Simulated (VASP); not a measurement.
Here is a VASP 6.6.1 calculation.

The input INCAR:

```
ALGO = Normal
EDIFF = 1E-6
ENCUT = 520
ISIF = 2
ISMEAR = 0
LASPH = T
LCHARG = F
LREAL = F
LWAVE = F
NBANDS = 28
NELM = 100
PREC = Accurate
SIGMA = 0.01
```

File KPOINTS:

```
k-points
0
Gamma
  4 4 4
```

File POSCAR:

```
CsSrF3
1.0
    4.6410581883      0.0000000000      0.0000000000
    0.0000000000      4.6410581883      0.0000000000
    0.0000000000      0.0000000000      4.6410581883
Cs Sr F
1 1 3
Direct
    0.0000000000      0.0000000000      0.0000000000
    0.5000000000      0.5000000000      0.5000000000
    0.0000000000      0.5000000000      0.5000000000
    0.5000000000      0.0000000000      0.5000000000
    0.5000000000      0.5000000000      0.0000000000
```

Potentials or basis: VASP PAW LDA potentials, release 64 (Cs_sv, Sr_sv, F).

Command:

```console
$ cat potpaw_LDA.64/Cs_sv/POTCAR potpaw_LDA.64/Sr_sv/POTCAR potpaw_LDA.64/F/POTCAR > POTCAR
$ mpirun -np 1 vasp_std > vasp.out
```

(1) Estimate the band gap on the k mesh.

(2) What does it give for the pressure?

Results:

(1) 6.30 eV, direct.

(2) 0.6 GPa.

Caveat: spin-orbit coupling is left out, which moves the levels of the heavy elements.
